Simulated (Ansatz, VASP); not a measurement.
**Ta in VASP and in Ansatz**

INCAR

```
SYSTEM = Ta
  PREC = Accurate
  ENCUT = 600
  EDIFF = 1E-7
  ISMEAR = -1
  SIGMA = 0.08
  LREAL = .False.
  LASPH = .True.
  NELM = 60
  ALGO = Normal
  ISIF = 3
  LWAVE = .False.
  LCHARG = .False.
  IBRION = 2
  NSW = 100
  EDIFFG = -0.002
```

The input KPOINTS:

```
regular mesh
0
Gamma
  24 24 24
  0 0 0
```

The input POSCAR:

```
Ta
1.0
   -1.6512800000      1.6512800000      1.6512800000
    1.6512800000     -1.6512800000      1.6512800000
    1.6512800000      1.6512800000     -1.6512800000
Ta
1
Direct
    0.0000000000      0.0000000000      0.0000000000
```

Input for Ansatz:

```yaml
crystal:
  lattice:
    - [-1.65128, 1.65128, 1.65128]
    - [1.65128, -1.65128, 1.65128]
    - [1.65128, 1.65128, -1.65128]
  atoms:
    - { symbol: Ta, position: [0.0, 0.0, 0.0] }
kpoints:
  mp_grid: { grid: [24, 24, 24] }
scf:
  occupations: { method: fermi_dirac, width: 0.08 }
hamiltonian:
  xc: lda
  pseudopotentials: { kind: paw }
relax:
  f_tol: 0.002
  max_steps: 80
  cell: {}
output:
  forces: true
  stress: true
```

Alike in both runs: task relaxation of cell and atoms; functional LDA; k mesh 24 × 24 × 24; occupations fermi-dirac, width 0.08 eV; no spin polarisation.

```csv
,VASP,Ansatz
version,VASP 6.6.1,Ansatz 0.2.0
potentials or method,"VASP PAW LDA potentials, release 64 (Ta_pv)","PAW with Ansatz's default frozen-core files, scalar-relativistic"
plane-wave cutoff (eV),600,420
valence electrons in the cell,11,13
```

Ansatz gave:

* relaxed volume (Å³/atom): 17.22
* relaxed length of the cell vector where the two differ most in proportion (Å): 2.818

**Question.** Estimate VASP's values.

**Answer.** Relaxed volume (Å³/atom): 17.29; relaxed length of the cell vector where the two differ most in proportion (Å): 2.822.

LDA's correlation is that of Perdew and Zunger in VASP and of Perdew and Wang (1992) in Ansatz. VASP's potentials hold 11 valence electrons a cell and Ansatz's 13, so a difference there can come from the potentials and not from the codes.

Spin-orbit coupling is off throughout.
